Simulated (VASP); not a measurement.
**As: single point with r2SCAN**

Crystal: As.

```
CELL_PARAMETERS angstrom
1.79508 1.03639 5.05426
-1.79508 1.03639 5.05426
0.00000 -2.07278 5.05426
ATOMIC_POSITIONS crystal
As 0.78834 0.78834 0.78834
As 0.21166 0.21166 0.21166
```

- Program: VASP 6.6.1
- Task: single point
- Functional: r2SCAN
- Potentials or basis: VASP PAW PBE potentials, release 64 (As)
- Cutoff: 520 eV
- k mesh: 10 × 10 × 10
- Occupations: methfessel-paxton, width 0.1 eV
- Spin: no spin polarisation
- Dipole correction: no
- Further INCAR settings: ALGO = Normal; EDIFF = 1e-06; NBANDS = 12

```json
{"Pressure": "0.1 GPa", "Largest force": "0.062 eV/Å", "Band gap on the k mesh": "0.60 eV (least direct gap 1.15 eV)"}
```

Forces on the atoms (eV/Å):
```
As   0.000  0.000 -0.062
As   0.000  0.000  0.062
```

Stress tensor (GPa, compression positive):
```
0.07 0.00 0.00
0.00 0.07 0.00
0.00 0.00 0.27
```

Levels at points of the mesh, in eV from the valence-band top:
```csv
k point,band 3,band 4,band 5,band 6,band 7,band 8
"(0.00, 0.00, 0.00)",-2.38,-1.03,-1.03,1.86,2.90,2.90
"(0.50, 0.00, 0.00)",-4.27,-2.97,-2.03,0.95,1.71,3.71
"(0.50, 0.50, 0.00)",-4.61,-3.05,-2.94,1.67,3.76,4.29
"(0.50, 0.50, 0.50)",-1.01,-1.01,0.00,1.15,2.74,2.74
```

Wall time 9.2 min on 1 thread of Intel Xeon 8259CL (shared host), peak memory 0.31 GiB.

Caveat: the PAW data sets were made with another functional, which shifts forces and pressure a little. A k mesh can miss the band edges.
